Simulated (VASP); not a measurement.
Here is a VASP 6.6.1 calculation.

INCAR

```
ALGO = Normal
EDIFF = 1E-6
EDIFFG = -0.002
ENCUT = 520
GGA = PS
IBRION = 2
ISIF = 2
ISMEAR = 0
LASPH = True
LCHARG = False
LREAL = False
LWAVE = False
NELM = 100
NSW = 70
PREC = Accurate
SIGMA = 0.02
```

Contents of KPOINTS:

```
k-points
0
Gamma
  9 9 6
```

Contents of POSCAR:

```
ZnO
1.0
    3.2500000000      0.0000000000      0.0000000000
   -1.6250000000      2.8145825623      0.0000000000
    0.0000000000      0.0000000000      5.2050000000
Zn O
2 2
Direct
    0.3333333333      0.6666666667      0.0000000000
    0.6666666667      0.3333333333      0.5000000000
    0.3333333333      0.6666666667      0.3820000000
    0.6666666667      0.3333333333      0.8820000000
```

Potentials or basis: VASP PAW PBE potentials, release 64 (Zn, O).

Launch:

```console
$ cat potpaw_PBE.64/Zn/POTCAR potpaw_PBE.64/O/POTCAR > POTCAR
$ mpirun -np 1 vasp_std > vasp.out
```

Estimate the band gap on the k mesh.

0.69 eV.

Predict the energy gained by relaxing.

0.0 meV/atom.

Final structure:
```
Zn O
1.0
     3.25000    0.00000    0.00000
    -1.62500    2.81458    0.00000
     0.00000    0.00000    5.20500
Zn O
2 2
Cartesian
  0.0000 1.8764 0.0026
  1.6250 0.9382 2.6051
  0.0000 1.8764 1.9857
  1.6250 0.9382 4.5882
```
